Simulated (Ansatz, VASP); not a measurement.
This is a calculation of InP for Ansatz 0.2.0.

The input input.yaml:

```yaml
crystal:
  lattice:
    - [0.0, 2.9305, 2.9305]
    - [2.9305, 0.0, 2.9305]
    - [2.9305, 2.9305, 0.0]
  atoms:
    - { symbol: In, position: [0.0, 0.0, 0.0] }
    - { symbol: P, position: [0.75, 0.75, 0.75] }
kpoints:
  mp_grid: { grid: [8, 8, 8] }
scf:
  occupations: { method: fermi_dirac, width: 0.05 }
hamiltonian:
  xc: revpbe
  pseudopotentials: { kind: all_electron, lapw: { basis_error: 0.001 } }
output:
  forces: true
  stress: true
relax:
  f_tol: 0.005
  max_steps: 60
  cell: {}
```

Potentials or basis: all-electron LAPW, scalar-relativistic.

The run is started by

```bash
$ ansatz run input.yaml --threads 1 --pin off --max-ram 3072MiB --backend cpu --events-out ev --progress --plain --runs-dir out
```

Question: Translate it to VASP 6.6.1. Potentials there: VASP PAW PBE potentials, release 64 (In_d, P).

Answer: As run (the cutoff follows the program's own potentials):

INCAR

```
SYSTEM = InP
ALGO     = Normal         ! electronic algorithm
EDIFF    = 1E-6           ! SCF threshold, eV
EDIFFG   = -0.005         ! ionic threshold
ENCUT    = 600            ! plane-wave cutoff, eV
GGA      = RE             ! functional
IBRION   = 2              ! ionic algorithm
ISIF     = 3              ! what is computed and relaxed
ISMEAR   = -1             ! smearing method
LASPH    = .True.         ! aspherical terms in the spheres
LCHARG   = .False.        ! write CHGCAR
LREAL    = .False.        ! projectors in reciprocal space
LWAVE    = .False.        ! write WAVECAR
NELM     = 80             ! most SCF steps
NSW      = 80             ! ionic steps
PREC     = Accurate       ! precision mode
SIGMA    = 0.05           ! smearing width, eV
```

KPOINTS

```
k-points
0
Gamma
  8 8 8
  0 0 0
```

File POSCAR:

```
InP
1.0
    0.0000000000      2.9305000000      2.9305000000
    2.9305000000      0.0000000000      2.9305000000
    2.9305000000      2.9305000000      0.0000000000
In P
1 1
Direct
    0.0000000000      0.0000000000      0.0000000000
    0.7500000000      0.7500000000      0.7500000000
```

Potentials or basis: VASP PAW PBE potentials, release 64 (In_d, P).

Launch:

```console
$ cat potpaw_PBE.64/In_d/POTCAR potpaw_PBE.64/P/POTCAR > POTCAR
$ mpirun -np 1 vasp_std > vasp.out
```

Both were run:

|  | VASP | Ansatz | Ansatz less VASP |
| --- | --- | --- | --- |
| relaxed volume (Å³/atom) | 27.00 | 27.04 | +0.042 |
| relaxed cell length with the largest relative difference (Å) | 4.242 | 4.245 | +0.0022 |

VASP's potentials were made for PBE, not for revPBE. Ansatz ran all-electron here, and VASP with PAW potentials.
